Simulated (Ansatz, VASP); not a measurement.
# One calculation of Co, two programs

```xyz
1
Lattice="0.0000 1.7269 1.7269 1.7269 0.0000 1.7269 1.7269 1.7269 0.0000" Properties=species:S:1:pos:R:3 pbc="T T T"
Co    0.0000    0.0000    0.0000
```

Change from the starting cell: volume scaled by 0.95.

Alike in both runs: task single point; functional PBE; k mesh 18 × 18 × 18; occupations fermi-dirac, width 0.05 eV; collinear spin.

|  | VASP | Ansatz |
| --- | --- | --- |
| version | VASP 6.6.1 | Ansatz 0.2.0 |
| potentials or method | VASP PAW PBE potentials, release 64 (Co), cutoff 520 eV | all-electron LAPW, scalar-relativistic |

Ansatz gave:

- pressure (GPa): 13.9
- net moment per atom (μB): 1.61
- size of the moment on the site where the two differ most (μB): 1.66

Problem. Estimate VASP's values.

Solution. Pressure (GPa): 13.0; net moment per atom (μB): 1.61; size of the moment on the site where the two differ most (μB): 1.61.

Site moments also hang on the region over which each program counts them. Ansatz ran all-electron here, and VASP with PAW potentials.
